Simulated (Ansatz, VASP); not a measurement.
# One calculation of NbAl3, two programs

Contents of INCAR:

```
SYSTEM = NbAl3
PREC = Accurate ; ENCUT = 520
EDIFF = 1E-6 ; ISMEAR = -5
SIGMA = 0.1 ; LREAL = .False.
LASPH = .True. ; NELM = 60
ALGO = Normal ; ISIF = 2
LWAVE = .False. ; LCHARG = .False.
NBANDS = 19
```

Contents of KPOINTS:

```
Automatic mesh
0
Gamma
  12 12 12
  0 0 0
```

Contents of POSCAR:

```
NbAl3
1.0
   -1.9169829227      1.9169829227      4.2924503537
    1.9169829227     -1.9169829227      4.2924503537
    1.9169829227      1.9169829227     -4.2924503537
Al Nb
3 1
Direct
    0.5000000000      0.5000000000      0.0000000000
    0.7500000000      0.2500000000      0.5000000000
    0.2500000000      0.7500000000      0.5000000000
    0.0000000000      0.0000000000      0.0000000000
```

Input for Ansatz:

```yaml
crystal:
  lattice:
    - [-1.9169829227, 1.9169829227, 4.2924503537]
    - [1.9169829227, -1.9169829227, 4.2924503537]
    - [1.9169829227, 1.9169829227, -4.2924503537]
  atoms:
    - { symbol: Al, position: [0.5, 0.5, 0.0] }
    - { symbol: Al, position: [0.75, 0.25, 0.5] }
    - { symbol: Al, position: [0.25, 0.75, 0.5] }
    - { symbol: Nb, position: [0.0, 0.0, 0.0] }
kpoints:
  mp_grid: { grid: [12, 12, 12] }
  band_path:
    path:
      - [0.0, 0.0, 0.0]
      - [0.0, 0.0, 0.5]
      - [0.25, 0.25, 0.25]
      - [0.0, 0.5, 0.0]
      - [0.0, 0.0, 0.0]
      - [0.5, 0.5, -0.5]
      - [0.2998615684, 0.7001384316, -0.2998615684]
      - [-0.2998615684, 0.2998615684, 0.2998615684]
      - [0.0, 0.0, 0.0]
    npoints: 14
scf:
  occupations: { method: tetrahedron }
  mixing: { preconditioner: local_kerker }
hamiltonian:
  xc: lda
  pseudopotentials: { kind: all_electron, lapw: { basis_error: 0.001 } }
output:
  forces: true
  stress: true
  eigenvalues: true
  populations: true
```

Alike in both runs: task single point; functional LDA; k mesh 12 × 12 × 12; occupations tetrahedron; no spin polarisation.

|  | VASP | Ansatz |
| --- | --- | --- |
| version | VASP 6.6.1 | Ansatz 0.2.0 |
| potentials or method | VASP PAW LDA potentials, release 64 (Al, Nb_sv), cutoff 520 eV | all-electron LAPW, scalar-relativistic |

|  | VASP | Ansatz | Ansatz less VASP |
| --- | --- | --- | --- |
| gap on the k mesh at the Fermi level (eV) | none | none | - |
| pressure (GPa) | -3.9 | -4.0 | -0.11 |
| traceless stress, the component that is largest in VASP (GPa) | 0.45 | 0.46 | +0.013 |

LDA's correlation is that of Perdew and Zunger in VASP and of Perdew and Wang (1992) in Ansatz. A gap of «none» marks a metal or a gap that the smearing closes. Ansatz ran all-electron here, and VASP with PAW potentials. Ansatz's warnings: band table not solved further, tetrahedron derivatives may miss energy slope.
